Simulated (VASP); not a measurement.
# TiAl3 (Pmm2) in VASP: single point with PBE

Aim: the single point of TiAl3 with PBE.

Program: VASP 6.6.1. These are calculated values, not measurements. Logs are shortened: lines on timing, memory, paths and dates and some standing lists are left out, and cuts for length are marked.

## Step 1: The cell of the first run

It takes space group Pmm2 (No. 25, orthorhombic). The conventional cell has a = 2.801 Å, b = 4.715 Å, c = 4.932 Å, α = 90.00°, β = 90.00°, γ = 90.00°. Ti (site symmetry mm2) has 2 Ti at 2.80 Å and 10 Al at 2.83 to 2.87 Å within 3.7 Å. Within 3.7 Å of Al (site symmetry mm2) lie 8 Al at 2.80 to 2.87 Å and 4 Ti at 2.83 to 2.84 Å. Within 3.7 Å of Al (site symmetry mm2) lie 8 Al at 2.80 to 2.87 Å and 4 Ti at 2.87 Å. Al (site symmetry mm2) has 10 Al at 2.80 to 2.87 Å and 2 Ti at 2.85 Å within 3.7 Å.

## Step 2: Single point, PBE

INCAR reads:

```
ALGO = Fast
EDIFF = 1E-6
ENCUT = 520
GGA = PE
ISIF = 2
ISMEAR = 0
LASPH = T
LCHARG = T
LELF = T
LREAL = F
LVHAR = T
LWAVE = F
NBANDS = 18
NELM = 80
PREC = Accurate
SIGMA = 0.1
```

KPOINTS reads:

```
k-points
0
Gamma
  16 10 10
```

POSCAR reads:

```
TiAl3
1.0
    2.8007757299      0.0000000000      0.0000000000
    0.0000000000      4.7145244778      0.0000000000
    0.0000000000      0.0000000000      4.9322486073
Ti Al
1 3
Direct
    0.0000000000      0.5000000000      0.1629535438
    0.5000000000      0.5000000000      0.6639938917
    0.5000000000      0.0000000000      0.3338339947
    0.0000000000      0.0000000000      0.8392175698
```

Potentials or basis: VASP PAW PBE potentials, release 64 (Ti_sv, Al).

The run is started by

```bash
> cat potpaw_PBE.64/Ti_sv/POTCAR potpaw_PBE.64/Al/POTCAR > POTCAR
> mpirun -np 1 vasp_std > vasp.out
```

OUTCAR:

```text
EDIFF = 1E-6
   ENCUT = 520
   GGA = PE
   ISIF = 2
   ISMEAR = 0
   LASPH = T
   LREAL = F
   NELM = 80
   PREC = Accurate

 ion  position               nearest neighbor table
   1  0.000  0.500  0.163-   2 2.83   2 2.83   2 2.84   2 2.84   4 2.85   4 2.85   3 2.87   3 2.87
                             3 2.87   3 2.87
   2  0.500  0.500  0.664-   1 2.83   1 2.83   1 2.84   1 2.84   3 2.87   3 2.87   4 2.87   4 2.87
                             4 2.87   4 2.87
   3  0.500  0.000  0.334-   4 2.81   4 2.81   4 2.86   4 2.86   2 2.87   2 2.87   1 2.87   1 2.87
                             1 2.87   1 2.87
   4  0.000  0.000  0.839-   3 2.81   3 2.81   1 2.85   1 2.85   3 2.86   3 2.86   2 2.87   2 2.87
                             2 2.87   2 2.87

  LATTYP: Found a simple orthorhombic cell.
 ALAT       =     2.8007757299
 B/A-ratio  =     1.6832923920
 C/A-ratio  =     1.7610294729

  Lattice vectors:

 A1 = (   2.8007757299,   0.0000000000,   0.0000000000)
 A2 = (   0.0000000000,   4.7145244778,   0.0000000000)
 A3 = (   0.0000000000,   0.0000000000,   4.9322486073)

Analysis of symmetry for initial positions (statically):
=====================================================================
 Subroutine PRICEL returns:
 Original cell was already a primitive cell.

 Routine SETGRP: Setting up the symmetry group for a
 simple orthorhombic supercell.

 Subroutine GETGRP returns: Found  4 space group operations
 (whereof  4 operations were pure point group operations)
 out of a pool of  8 trial point group operations.

The static configuration has the point symmetry C_2v.

Analysis of symmetry for dynamics (positions and initial velocities):
=====================================================================
 Subroutine PRICEL returns:
 Original cell was already a primitive cell.

 Routine SETGRP: Setting up the symmetry group for a
 simple orthorhombic supercell.

 Subroutine GETGRP returns: Found  4 space group operations
 (whereof  4 operations were pure point group operations)
 out of a pool of  8 trial point group operations.

The dynamic configuration has the point symmetry C_2v.

 Subroutine INISYM returns: Found  4 space group operations
 (whereof  4 operations are pure point group operations),
 and found     1 'primitive' translations

----------------------------------------------------------------------------------------

                                     Primitive cell

  volume of cell :      65.1270

  direct lattice vectors                    reciprocal lattice vectors
     2.800775730  0.000000000  0.000000000     0.357043939  0.000000000  0.000000000
     0.000000000  4.714524478  0.000000000     0.000000000  0.212110469  0.000000000
     0.000000000  0.000000000  4.932248607     0.000000000  0.000000000  0.202747282

  length of vectors
     2.800775730  4.714524478  4.932248607     0.357043939  0.212110469  0.202747282

  position of ions in fractional coordinates (direct lattice)
     0.000000000  0.500000000  0.162953544
     0.500000000  0.500000000  0.663993892
     0.500000000  0.000000000  0.333833995
     0.000000000  0.000000000  0.839217570

  ion indices of the primitive-cell ions
   primitive index   ion index
                 1           1
                 2           2
                 3           3
                 4           4

----------------------------------------------------------------------------------------

 KPOINTS: k-points

Automatic generation of k-mesh.
 Grid dimensions read from file:
 generate k-points for:   16   10   10

 Generating k-lattice:

  Cartesian coordinates                     Fractional coordinates (reciprocal lattice)
     0.022315246  0.000000000  0.000000000     0.062500000  0.000000000  0.000000000
     0.000000000  0.021211047  0.000000000     0.000000000  0.100000000  0.000000000
     0.000000000  0.000000000  0.020274728     0.000000000  0.000000000  0.100000000

  Length of vectors
     0.022315246  0.021211047  0.020274728

  Shift w.r.t. Gamma in fractional coordinates (k-lattice)
     0.000000000  0.000000000  0.000000000

 Subroutine IBZKPT returns following result:
 ===========================================

 Found    324 irreducible k-points:

 Following reciprocal coordinates:
            Coordinates               Weight
  0.000000  0.000000  0.000000      1.000000
  0.062500  0.000000  0.000000      2.000000
  0.125000  0.000000  0.000000      2.000000
  0.187500  0.000000  0.000000      2.000000
  0.250000  0.000000  0.000000      2.000000
  0.312500  0.000000  0.000000      2.000000
[... 16 lines left out ...]
  0.250000  0.200000  0.000000      4.000000
  0.312500  0.200000  0.000000      4.000000
 [... further k-points ...]
   k-points           NKPTS =    324   k-points in BZ     NKDIM =    324   number of bands    NBANDS=     18
   number of dos      NEDOS =    301   number of ions     NIONS =      4
   total plane-waves  NPLWV =  34560
   dimension x,y,z NGX =    24 NGY =   36 NGZ =   40
   dimension x,y,z NGXF=    48 NGYF=   72 NGZF=   80
   ions per type =               1   3
   NGX,Y,Z   is equivalent  to a cutoff of  14.25, 12.69, 13.48 a.u.
   NGXF,Y,Z  is equivalent  to a cutoff of  28.49, 25.39, 26.96 a.u.
 SYSTEM =  unknown system
   PREC   = accura    normal or accurate (medium, high low for compatibility)
   ISTART =      0    job   : 0-new  1-cont  2-samecut
   ICHARG =      2    charge: 1-file 2-atom 10-const
   ISPIN  =      1    spin polarized calculation?
   LNONCOLLINEAR =      F non collinear calculations
   LSORBIT =      F    spin-orbit coupling
   LASPH  =      T    aspherical Exc in radial PAW
   ENCUT  =  520.0 eV  38.22 Ry    6.18 a.u.   5.21  8.77  9.17*2*pi/ulx,y,z
   NELM   =     80;   NELMIN=  2; NELMDL= -5     # of ELM steps
   EDIFF  = 0.1E-05   stopping-criterion for ELM
   LREAL  =      F    real-space projection
   EDIFFG = 0.1E-04   stopping-criterion for IOM
   NSW    =      0    number of steps for IOM
   IBRION =     -1    ionic relax: 0-MD 1-quasi-New 2-CG
   NFREE  =      0    steps in history (QN), initial steepest desc. (CG)
   ISIF   =      2    stress and relaxation
   ISYM   =      2    0-nonsym 1-usesym 2-fastsym
   POTIM  = 0.5000    time-step for ionic-motion
   TEBEG  =    0.0;   TEEND  =   0.0 temperature during run
   PSTRESS=    0.0 pullay stress
   NELECT =      21.0000    total number of electrons
   NUPDOWN=      -1.0000    fix difference up-down
   EMIN   =  10.00;   EMAX   =-10.00  energy-range for DOS
   EFERMI =   0.00;   METHOD = LEGACY
   ISMEAR =     0;   SIGMA  =   0.10  broadening in eV -4-tet -1-fermi 0-gaus
   EFERMI_NEDOS =   21; number of points for ismear=-14 and -15
   IALGO  =     68    algorithm
   IMIX   =      4    mixing-type and parameters
     AMIX     =   0.40;   BMIX     =  1.00
     AMIX_MAG =   1.60;   BMIX_MAG =  1.00
  volume/ion in A,a.u.               =      16.28       109.87
  Fermi-wavevector in a.u.,A,eV,Ry     =   1.122606  2.121419 17.146677  1.260245
  Thomas-Fermi vector in A             =   2.259268
   LORBIT       =      0    0 simple, 1 ext, 2 COOP (PROOUT), +10 PAW based schemes
   GGA     = PE    functional components
   LHFCALC =     F    Hartree Fock is set to
   AEXX    =    0.0000 exact exchange contribution
   IVDW    =     0    specifies the selected vdW correction
   LEPSILON=     F    determine dielectric tensor
   LRPA    =     F    only Hartree local field effects (RPA)
 non-spin polarized calculation
 RMM-DIIS sequential band-by-band and
 Gauss-broadening in eV      SIGMA  =   0.10
  energy-cutoff  :      520.00
  volume of cell :       65.13
 maximum number of plane-waves:      1782
 NGX is ok and might be reduce to    24
   NGX = 11   NGY = 17   NGZ = 19

 number of electron      20.9999995 magnetization

 Free energy of the ion-electron system (eV)
  ---------------------------------------------------
  ext. energy  EPLUGINS =         0.00000000
  ---------------------------------------------------
  free energy    TOTEN  =       -20.04285074 eV

  energy without entropy =      -20.02916184  energy(sigma->0) =      -20.03600629

 E-fermi :   8.0487     XC(G=0): -10.6323

 val. band max:        8.0452974700   @ k =   0.3750   0.5000   0.2000
 cond. band min:       8.0526123031   @ k =   0.4375   0.1000   0.0000
 fundamental gap:      0.0073148332
 Fermi energy:         8.0487005352

 k-point     1 :       0.0000    0.0000    0.0000
  band No.  band energies     occupation
      1     -48.4494      2.00000
      2     -24.7739      2.00000
      3     -24.7726      2.00000
      4     -24.3781      2.00000
      5      -2.0764      2.00000
      6       2.9072      2.00000
[... 10 lines left out ...]
     17      13.9417      0.00000
     18      14.2556      0.00000

 k-point     2 :       0.0625    0.0000    0.0000
  band No.  band energies     occupation
      1     -48.4470      2.00000
      2     -24.7716      2.00000
      3     -24.7703      2.00000
      4     -24.3974      2.00000
      5      -2.0014      2.00000
      6       2.9750      2.00000
[... 10 lines left out ...]
     17      13.9808      0.00000
     18      14.6239      0.00000

 k-point     3 :       0.1250    0.0000    0.0000
  band No.  band energies     occupation
      1     -48.4403      2.00000
      2     -24.7653      2.00000
      3     -24.7638      2.00000
      4     -24.4522      2.00000
      5      -1.7769      2.00000
      6       3.1776      2.00000
[... 10 lines left out ...]
     17      12.7185      0.00000
     18      14.0969      0.00000

 k-point     4 :       0.1875    0.0000    0.0000
  band No.  band energies     occupation
      1     -48.4303      2.00000
      2     -24.7557      2.00000
      3     -24.7540      2.00000
      4     -24.5335      2.00000
      5      -1.4049      2.00000
      6       3.5116      2.00000
[... 10 lines left out ...]
     17      12.3007      0.00000
     18      13.9864      0.00000

 k-point     5 :       0.2500    0.0000    0.0000
  band No.  band energies     occupation
      1     -48.4184      2.00000
      2     -24.7444      2.00000
      3     -24.7425      2.00000
      4     -24.6284      2.00000
      5      -0.8886      2.00000
      6       3.9703      2.00000
[... 10 lines left out ...]
     17      12.6799      0.00000
     18      13.9074      0.00000

 k-point     6 :       0.3125    0.0000    0.0000
  band No.  band energies     occupation
      1     -48.4065      2.00000
      2     -24.7330      2.00000
      3     -24.7309      2.00000
      4     -24.7222      2.00000
      5      -0.2316      2.00000
      6       4.5398      2.00000
[... 10 lines left out ...]
     17      12.8133      0.00000
     18      13.2407      0.00000

 k-point     7 :       0.3750    0.0000    0.0000
  band No.  band energies     occupation
      1     -48.3964      2.00000
      2     -24.8010      2.00000
      3     -24.7234      2.00000
      4     -24.7210      2.00000
      5       0.5615      2.00000
      6       4.9177      2.00000
[... 10 lines left out ...]
     17      12.2568      0.00000
     18      12.4978      0.00000

 k-point     8 :       0.4375    0.0000    0.0000
  band No.  band energies     occupation
      1     -48.3896      2.00000
      2     -24.8533      2.00000
      3     -24.7170      2.00000
      4     -24.7145      2.00000
      5       1.4847      2.00000
      6       3.6852      2.00000
[... 10 lines left out ...]
     17      11.7518      0.00000
     18      12.1317      0.00000
[... 229 lines left out ...]
     17      14.6208      0.00000
     18      15.6998      0.00000

 k-point    20 :       0.0625    0.2000    0.0000
  band No.  band energies     occupation
      1     -48.4470      2.00000
      2     -24.7727      2.00000
      3     -24.7702      2.00000
      4     -24.3974      2.00000
      5      -1.7412      2.00000
      6       2.1094      2.00000
[... 10 lines left out ...]
     17      14.2868      0.00000
     18      14.8383      0.00000

 k-point    21 :       0.1250    0.2000    0.0000
  band No.  band energies     occupation
      1     -48.4403      2.00000
      2     -24.7663      2.00000
      3     -24.7637      2.00000
      4     -24.4521      2.00000
      5      -1.5190      2.00000
      6       2.3113      2.00000
[... 10 lines left out ...]
     17      12.9055      0.00000
     18      14.7729      0.00000

 k-point    22 :       0.1875    0.2000    0.0000
  band No.  band energies     occupation
      1     -48.4303      2.00000
      2     -24.7567      2.00000
      3     -24.7539      2.00000
      4     -24.5334      2.00000
      5      -1.1508      2.00000
      6       2.6441      2.00000
[... 10 lines left out ...]
     17      12.0305      0.00000
     18      14.3412      0.00000

 k-point    23 :       0.2500    0.2000    0.0000
  band No.  band energies     occupation
      1     -48.4184      2.00000
      2     -24.7453      2.00000
      3     -24.7424      2.00000
      4     -24.6283      2.00000
      5      -0.6396      2.00000
      6       3.1013      2.00000
[... 10 lines left out ...]
     17      11.9692      0.00000
     18      13.2392      0.00000

 k-point    24 :       0.3125    0.2000    0.0000
  band No.  band energies     occupation
      1     -48.4065      2.00000
      2     -24.7339      2.00000
      3     -24.7309      2.00000
      4     -24.7221      2.00000
      5       0.0106      2.00000
      6       3.6713      2.00000
[... 10 lines left out ...]
     17      12.0451      0.00000
     18      12.8045      0.00000

 [... further k-points ...]
[... 5 lines left out ...]
  --------------------------------------------------------------------------------------
  -------------------------------------------------------------------------------------
  Total       -0.0119548     -0.0074939     -0.0023036      0.0000000      0.0000000      0.0000000
  in kB       -0.2940979     -0.1843551     -0.0566710      0.0000000      0.0000000      0.0000000
  external PRESSURE =      -0.1783746 kB  Pullay stress =       0.0000000 kB

 VOLUME and BASIS-vectors are now :
 -----------------------------------------------------------------------------
  energy-cutoff  :      520.00
  volume of cell :       65.13
      direct lattice vectors                 reciprocal lattice vectors
     2.800775730  0.000000000  0.000000000     0.357043939  0.000000000  0.000000000
     0.000000000  4.714524478  0.000000000     0.000000000  0.212110469  0.000000000
     0.000000000  0.000000000  4.932248607     0.000000000  0.000000000  0.202747282

 POSITION                                       TOTAL-FORCE (eV/Angst)
 -----------------------------------------------------------------------------------
      0.00000      2.35726      0.80373         0.000000      0.000000     -0.002679
      1.40039      2.35726      3.27498         0.000000      0.000000      0.003644
      1.40039      0.00000      1.64655         0.000000      0.000000     -0.004552
      0.00000      0.00000      4.13923         0.000000      0.000000      0.003587
 -----------------------------------------------------------------------------------
    total drift:                               -0.000000      0.000000     -0.000121

  FREE ENERGIE OF THE ION-ELECTRON SYSTEM (eV)
  ---------------------------------------------------
  free  energy   TOTEN  =       -20.0428507396 eV

  energy  without entropy=      -20.0291618358  energy(sigma->0) =      -20.03600629
```

It took 6.1 min on 1 thread of AMD EPYC 9R45 (Zen 5), shared host; peak memory 0.43 GiB.

What came out:

```
Free energy            : -20.0429 eV
Pressure               : 0.0 GPa
Largest force          : 0.005 eV/Å
Band gap on the k mesh : zero (an odd number of electrons rules out a gap without spin polarisation)
```

Forces on the atoms (eV/Å):
```
Ti   0.000  0.000 -0.003
Al   0.000  0.000  0.004
Al   0.000  0.000 -0.005
Al   0.000  0.000  0.004
```

Levels at points of the mesh, in eV from the Fermi level:
```csv
k point,band 8,band 9,band 10,band 11,band 12,band 13,band 14,band 15
"(0.00, 0.00, 0.00)",-3.54,-2.70,-0.82,-0.43,2.46,2.53,2.56,2.70
"(0.50, 0.00, 0.00)",-1.90,-1.69,0.41,0.65,0.78,1.43,1.56,2.22
"(0.00, 0.50, 0.00)",-3.22,-2.04,-1.54,-0.19,2.40,2.47,2.60,3.02
"(0.50, 0.50, 0.00)",-3.19,-1.65,-0.45,-0.24,0.82,1.16,1.35,3.40
"(0.00, 0.00, 0.50)",-2.36,-2.16,-1.13,-0.33,2.24,2.37,2.54,3.13
"(0.50, 0.00, 0.50)",-3.35,-1.28,-0.12,-0.11,0.61,1.26,1.89,3.27
"(0.00, 0.50, 0.50)",-4.80,-0.21,-0.06,0.71,2.40,2.42,3.55,4.78
"(0.50, 0.50, 0.50)",-3.17,-2.72,-2.68,-0.66,-0.16,1.07,2.08,2.33
```
